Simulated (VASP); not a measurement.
FeO, 4 atoms in the cell. Symmetry: C2/m, No. 12, monoclinic system. Conventional cell: a = 5.292 Å, b = 3.008 Å, c = 5.203 Å, α = 90.00°, β = 92.55°, γ = 90.00°. Fe (site symmetry 2/m) has 6 O at 2.14 to 2.18 Å and 2 Fe at 2.60 Å within 2.8 Å. Within 3.1 Å of Fe (site symmetry 2/m) lie 6 O at 2.16 to 2.27 Å and 8 Fe at 2.60 to 3.04 Å. Within 2.8 Å of O (site symmetry m) lie 6 Fe at 2.14 to 2.27 Å. 

- Program: VASP 6.6.1
- Task: single point
- Functional: PBEsol
- Potentials or basis: VASP PAW PBE potentials, release 64 (Fe, O)
- Cutoff: 520 eV
- k mesh: 10 × 10 × 5
- Occupations: fermi-dirac, width 0.05 eV
- Spin: collinear spin, ferromagnetic start
- Starting moments: [3.0, 3.0, 0.0, 0.0] μB
- Dipole correction: no
- Further INCAR settings: ALGO = Normal; EDIFF = 1e-06; NBANDS = 26

Potentials or basis: VASP PAW PBE potentials, release 64 (Fe, O).

The run is started by

```bash
$ cat potpaw_PBE.64/Fe/POTCAR potpaw_PBE.64/O/POTCAR > POTCAR
$ mpirun -np 1 vasp_std > vasp.out
```

Hardware: 1 thread of Intel Xeon 8259CL, with other jobs on the host.

Problem. Estimate the wall time of this run.

Solution. It took 5.1 min on 1 thread of Intel Xeon 8259CL (shared host), peak memory 0.34 GiB. Counts: scf iterations 18, k points 141.
